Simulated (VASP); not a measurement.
**SiMo3: single point with PBE**

SiMo3:

```
Si Mo
1.0
     4.90645    0.00000    0.00000
     0.00000    4.90645    0.00000
     0.00000    0.00000    4.90645
Si Mo
2 6
Direct
  0.01765 0.01765 0.01765
  0.51765 0.51765 0.51765
  0.25000 0.00000 0.50000
  0.50000 0.75000 0.00000
  0.75000 0.00000 0.50000
  0.50000 0.25000 0.00000
  0.00000 0.50000 0.75000
  0.00000 0.50000 0.25000
```

This cell differs from its parent crystal: all Si atoms moved +0.150 Å, as atom 1 along Cartesian [1 1 1].

* Program: VASP 6.6.1
* Task: single point
* Functional: PBE
* Potentials or basis: VASP PAW PBE potentials, release 64 (Si, Mo_sv)
* Cutoff: 520 eV
* k mesh: 8 × 8 × 8
* Occupations: gaussian, width 0.15 eV
* Spin: no spin polarisation

```
Pressure               : 1.4 GPa
Largest force          : 1.314 eV/Å
Band gap on the k mesh : zero (bands 46 and 47 overlap by 2.36 eV)
```

Forces on the atoms (eV/Å):
```
Si  -0.759 -0.759 -0.759
Si  -0.759 -0.759 -0.759
Mo   0.120  0.248  0.391
Mo   0.248  0.120  0.391
Mo   0.120  0.391  0.248
Mo   0.391  0.120  0.248
Mo   0.391  0.248  0.120
Mo   0.248  0.391  0.120
```

Stress tensor (GPa, compression positive):
```
1.43 0.24 0.24
0.24 1.43 0.24
0.24 0.24 1.43
```

Levels at points of the mesh, in eV from the Fermi level:
| k point | band 44 | band 45 | band 46 | band 47 | band 48 | band 49 |
| --- | --- | --- | --- | --- | --- | --- |
| (0.00, 0.00, 0.00) | -1.55 | 1.20 | 1.20 | 1.22 | 1.95 | 2.32 |
| (0.50, 0.00, 0.00) | -1.70 | 0.22 | 0.22 | 0.89 | 0.89 | 1.48 |
| (0.50, 0.50, 0.00) | -0.96 | -0.88 | -0.69 | -0.66 | -0.46 | -0.12 |
| (0.50, 0.50, 0.50) | -1.20 | -1.16 | -1.16 | -1.16 | -1.16 | 1.23 |

Wall time 9.3 min on 1 thread of Oxide Virtual Turin-like Processor (shared host), peak memory 0.38 GiB.

Caveat: the cell differs from its parent crystal (all Si atoms moved +0.150 Å, as atom 1 along Cartesian [1 1 1]); forces of over 1 eV/Å act on the atoms, so gaps and moduli don't describe the material at rest.
